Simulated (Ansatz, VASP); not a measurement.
One calculation of Si7N, two programs

Contents of INCAR:

```
SYSTEM = Si7N
PREC = Accurate
ENCUT = 600
EDIFF = 1E-7
ISMEAR = 0
SIGMA = 0.2
LREAL = Auto
LASPH = .TRUE.
NELM = 100
ALGO = Normal
ISIF = 3
LWAVE = .FALSE.
LCHARG = .FALSE.
GGA = PE
IBRION = 2
NSW = 36
EDIFFG = -0.08
```

File KPOINTS:

```
regular mesh
0
G
  3 3 3
  0 0 0
```

Contents of POSCAR:

```
Si7N
1.0
    3.7250000000      2.1506297500      6.0666666700
   -3.7250000000      2.1506297500      6.0666666700
    0.0000000000     -4.3012595100      6.0666666700
Si N
14 2
Direct
    0.4375000000      0.4375000000      0.4375000000
    0.5625000000      0.5625000000      0.5625000000
    0.4375000000      0.9375010000      0.4375000000
    0.5625000000      0.0624990000      0.5625000000
    0.5625000000      0.5625000000      0.0624990000
    0.4375000000      0.4375000000      0.9375010000
    0.9375000000      0.9375000000      0.4374990000
    0.4374990000      0.9375000000      0.9375000000
    0.9375000000      0.4374990000      0.9375000000
    0.5625010000      0.0625000000      0.0625000000
    0.0625000000      0.0625000000      0.5625010000
    0.0625000000      0.5625010000      0.0625000000
    0.9375010000      0.4375000000      0.4375000000
    0.0624990000      0.5625000000      0.5625000000
    0.0880000000      0.0880000000      0.0880000000
    0.9120000000      0.9120000000      0.9120000000
```

Input for Ansatz:

```yaml
crystal:
  lattice:
    - [3.725, 2.15062975, 6.06666667]
    - [-3.725, 2.15062975, 6.06666667]
    - [0.0, -4.30125951, 6.06666667]
  atoms:
    - { symbol: Si, position: [0.4375, 0.4375, 0.4375] }
    - { symbol: Si, position: [0.5625, 0.5625, 0.5625] }
    - { symbol: Si, position: [0.4375, 0.937501, 0.4375] }
    - { symbol: Si, position: [0.5625, 0.062499, 0.5625] }
    - { symbol: Si, position: [0.5625, 0.5625, 0.062499] }
    - { symbol: Si, position: [0.4375, 0.4375, 0.937501] }
    - { symbol: Si, position: [0.9375, 0.9375, 0.437499] }
    - { symbol: Si, position: [0.437499, 0.9375, 0.9375] }
    - { symbol: Si, position: [0.9375, 0.437499, 0.9375] }
    - { symbol: Si, position: [0.562501, 0.0625, 0.0625] }
    - { symbol: Si, position: [0.0625, 0.0625, 0.562501] }
    - { symbol: Si, position: [0.0625, 0.562501, 0.0625] }
    - { symbol: Si, position: [0.937501, 0.4375, 0.4375] }
    - { symbol: Si, position: [0.062499, 0.5625, 0.5625] }
    - { symbol: "N", position: [0.088, 0.088, 0.088] }
    - { symbol: "N", position: [0.912, 0.912, 0.912] }
basis:
  ecutwfc: 420
kpoints:
  mp_grid: { grid: [3, 3, 3] }
hamiltonian:
  xc: pbe
scf:
  occupations: { method: gaussian, width: 0.2 }
  lower_state_search: "off"
output:
  forces: true
  stress: true
  eigenvalues: true
relax:
  adjacent_minimum: "off"
  f_tol: 0.08
  max_steps: 16
  cell: { stress_tol: 0.8 }
```

Change from the starting cell: built by hand: N-substituted diamond Si, paired three-coordinate N (R-3m, No. 166).

Alike in both runs: task relaxation of cell and atoms; functional PBE; k mesh 3 × 3 × 3; occupations gaussian, width 0.2 eV; no spin polarisation.

```csv
,VASP,Ansatz
version,VASP 6.6.1,Ansatz 0.2.0
potentials or method,"VASP PAW PBE potentials, release 64 (Si, N), cutoff 600 eV","scalar-relativistic, plane waves, PAW"
valence electrons in the cell,66,66
```

Ansatz gave:

| Item | Value |
| --- | --- |
| gap on the k mesh at the Fermi level, each at its own relaxed structure (eV) | none |
| relaxed volume (Å³/atom) | 18.20 |
| relaxed cell length with the largest relative difference (Å) | 7.697 |

Task: What did VASP give for the same quantities?

Result: gap on the k mesh at the Fermi level, each at its own relaxed structure (eV): none; relaxed volume (Å³/atom): 18.16; relaxed cell length with the largest relative difference (Å): 7.700.

A gap of «none» marks a metal or a gap that the smearing closes.
